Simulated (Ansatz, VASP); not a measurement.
## Bi: VASP beside Ansatz

INCAR

```
PREC = Accurate
ENCUT = 600
EDIFF = 1E-7
ISMEAR = -1
SIGMA = 0.1
LREAL = False
LASPH = True
NELM = 100
ALGO = Normal
ISIF = 3
LWAVE = False
LCHARG = False
GGA = PS
IBRION = 2
NSW = 80
EDIFFG = -0.01
```

File KPOINTS:

```
Automatic mesh
0
Gamma
  8 8 8
```

POSCAR

```
Bi
1.0
    0.0000000000      3.5033007048      3.5033007048
    3.5033007048      0.0000000000      3.5033007048
    3.5033007048      3.5033007048      0.0000000000
Bi
2
Direct
    0.1250000000      0.1250000000      0.1250000000
    0.8750000000      0.8750000000      0.8750000000
```

Input for Ansatz:

```yaml
crystal:
  lattice:
    - [0.0, 3.5033007048, 3.5033007048]
    - [3.5033007048, 0.0, 3.5033007048]
    - [3.5033007048, 3.5033007048, 0.0]
  atoms:
    - { symbol: Bi, position: [0.125, 0.125, 0.125] }
    - { symbol: Bi, position: [0.875, 0.875, 0.875] }
hamiltonian:
  xc: pbesol
  pseudopotentials:
    kind: paw
    azcp:
      Bi: "pseudopotentials/Bi.paw.azcp"
basis:
  ecutwfc: 420
  fft_grid_basis: typed
kpoints:
  mp_grid: { grid: [8, 8, 8], shift: [0, 0, 0] }
magnetization:
  spin_polarized: false
scf:
  occupations: { method: fermi_dirac, width: 0.1 }
relax:
  max_steps: 60
  f_tol: 0.01
  cell: {}
```

Alike in both runs: task relaxation of cell and atoms; functional PBEsol; k mesh 8 × 8 × 8; occupations fermi-dirac, width 0.1 eV; no spin polarisation.

|  | VASP | Ansatz |
| --- | --- | --- |
| version | VASP 6.6.1 | Ansatz 0.2.0 |
| potentials or method | VASP PAW PBE potentials, release 64 (Bi_d), cutoff 600 eV | plane waves (420 eV) with PAW, scalar-relativistic |
| valence electrons in the cell | 30 | 30 |

VASP gave:

* relaxed volume (Å³/atom): 46.05
* relaxed length of the cell vector where the two differ most in proportion (Å): 5.069

**Question.** Which values does Ansatz return?

**Answer.** Relaxed volume (Å³/atom): 46.10; relaxed length of the cell vector where the two differ most in proportion (Å): 5.071.

VASP's potentials were made for PBE, not for PBEsol, and Ansatz warns of the same on its side.

Spin-orbit coupling is off throughout.
